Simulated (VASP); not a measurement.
SrCd, 2 atoms in the cell. Symmetry: Pm-3m, No. 221, cubic system. Conventional cell: a = 3.976 Å, b = 3.976 Å, c = 3.976 Å, α = 90.00°, β = 90.00°, γ = 90.00°. Sr (site symmetry m-3m) has 8 Cd at 3.44 Å and 6 Sr at 3.98 Å within 4.5 Å. Cd (site symmetry m-3m) has 8 Sr at 3.44 Å and 6 Cd at 3.98 Å within 4.5 Å. 

| Quantity | Value |
| --- | --- |
| Program | VASP 6.6.1 |
| Task | electric field gradients |
| Functional | LDA |
| Potentials or basis | VASP PAW LDA potentials, release 64 (Sr_sv, Cd) |
| Cutoff | 520 eV |
| k mesh | 10 × 10 × 10 |
| Occupations | fermi-dirac, width 0.08 eV |
| Spin | no spin polarisation |
| Dipole correction | no |
| Further INCAR settings | ALGO = Normal; EDIFF = 1e-08; NBANDS = 18 |

Potentials or basis: VASP PAW LDA potentials, release 64 (Sr_sv, Cd).

The run is started by

```bash
$ cat potpaw_LDA.64/Sr_sv/POTCAR potpaw_LDA.64/Cd/POTCAR > POTCAR
$ mpirun -np 1 vasp_std > vasp.out
```

Hardware: 1 thread of Oxide Virtual Turin-like Processor, on a shared host.

Problem. How long does it take, and how much memory?

Solution. Wall time 46 s on 1 thread of Oxide Virtual Turin-like Processor (shared host), peak memory 0.16 GiB. Counts: scf iterations 14, k points 56.
